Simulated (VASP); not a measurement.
Input of a VASP 6.6.1 run:

The input INCAR:

```
  PREC = Accurate
  ENCUT = 500
  EDIFF = 1E-7
  ISMEAR = 0
  SIGMA = 0.15
  LREAL = F
  LASPH = T
  NELM = 120
  ALGO = Normal
  ISIF = 3
  LWAVE = F
  LCHARG = F
  GGA = PE
  IBRION = 2
  NSW = 36
  EDIFFG = -0.08
  GGA_COMPAT = F
  NELMIN = 4
```

Contents of KPOINTS:

```
Automatic mesh
0
Gamma
  3 3 3
```

File POSCAR:

```
NbSnSe4
1.0
    0.0000000000      4.1959228400      4.1959228400
    4.1959228400      0.0000000000      4.1959228400
    4.1959228400      4.1959228400      0.0000000000
Nb Sn Se
1 1 4
Direct
    0.0000000000      0.0000000000      0.0000000000
    0.2500000000      0.2500000000      0.2500000000
    0.1250000000      0.6250000000      0.6250000000
    0.6250000000      0.6250000000      0.6250000000
    0.6250000000      0.1250000000      0.6250000000
    0.6250000000      0.6250000000      0.1250000000
```

Potentials or basis: VASP PAW PBE potentials, release 64 (Nb_sv, Sn_d, Se).

The run is started by

```console
$ cat potpaw_PBE.64/Nb_sv/POTCAR potpaw_PBE.64/Sn_d/POTCAR potpaw_PBE.64/Se/POTCAR > POTCAR
$ mpirun -np 1 vasp_std > vasp.out
```

Task: What does it give for the relaxed cell?

Result: a = 5.663 Å, b = 5.663 Å, c = 5.663 Å, α = 60.00°, β = 60.00°, γ = 60.00°.

Task: What does it give for the relaxed volume?

Result: 21.40 Å³/atom.

Task: What does it give for the space group after relaxing (to 0.1 Å)?

Result: F-43m (No. 216).

Step by step:
```csv
step,energy change (eV),largest force (eV/Å),pressure (GPa),volume (Å³)
1,0.0000,0.0691,-7.27,147.74
2,-0.4800,0.0408,2.03,125.11
3,-0.5005,0.0471,0.03,128.41
```

Caveat: the k points lie up to 0.45 Å⁻¹ apart in the final cell, too coarse for converged energies and pressures of a metal.
